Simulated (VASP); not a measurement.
**BaTiO3: single point with PBEsol**

Crystal: BaTiO3.

```
Ba Ti O
1.0
     4.03253    0.00000    0.00000
     0.00000    4.03253    0.00000
     0.00000    0.00000    4.03253
Ba Ti O
1 1 3
Direct
  0.50000 0.50000 0.50000
  0.00000 0.00000 0.00000
  0.00000 0.00000 0.50000
  0.00000 0.50000 0.00000
  0.50000 0.00000 0.00000
```

```json
{
 "Program": "VASP 6.6.1",
 "Task": "single point",
 "Functional": "PBEsol",
 "Potentials or basis": "VASP PAW PBE potentials, release 64 (Ba_sv, Ti_sv, O_h)",
 "Cutoff": "910 eV",
 "k mesh": "7 × 7 × 7",
 "Occupations": "fermi-dirac, width 0.05 eV",
 "Spin": "no spin polarisation"
}
```

| Quantity | Value |
| --- | --- |
| Pressure | -6.3 GPa |
| Band gap on the k mesh | 1.72 eV, indirect (least direct gap 1.82 eV) |

Levels at points of the mesh, in eV from the valence-band top:
```csv
k point,band 18,band 19,band 20,band 21,band 22,band 23
"(0.00, 0.00, 0.00)",-0.10,-0.10,-0.10,1.72,1.72,1.72
```

It took 50 s on 1 thread of AMD EPYC 9R45 96-Core Processor (Zen 5), on a shared host, peak memory 0.26 GiB.

Caveat: the cutoff is under 1.25 times the usual one of these potentials, so pressure, stress and relaxed cells hold a basis-set (Pulay) error; the PAW data sets were made with another functional, which shifts forces and pressure a little; spin-orbit coupling is left out, which moves the levels of the heavy elements. A k mesh can miss the band edges.
